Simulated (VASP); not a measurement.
The system is LiF.

```
Li F
1.0
     0.00000    2.14461    2.14461
     2.14461    0.00000    2.14461
     2.14461    2.14461    0.00000
Li F
1 1
Direct
  0.00000 0.00000 0.00000
  0.25000 0.25000 0.25000
```

Base run:

| Quantity | Value |
| --- | --- |
| Program | VASP 6.6.1 |
| Functional | PBEsol |
| Potentials or basis | VASP PAW PBE potentials, release 64 (Li_sv, F) |
| Cutoff | 520 eV |
| k mesh | 8 × 8 × 8 |
| Occupations | gaussian, width 0.01 eV |
| Spin | no spin polarisation |

Its results: band gap on the k mesh 7.74 eV.

The run is repeated on the same cell with these changes: functional from PBEsol to PBE-based screened hybrid with 30 % exact exchange; k mesh from 8 × 8 × 8 to 4 × 4 × 4. What comes out?

Band gap on the k mesh 9.61 eV.

Several settings changed at once.

Caveats: some runs use coarse meshes; the structure was generated, so it needn't be the stable form of LiF.

A k mesh can miss the band edges.
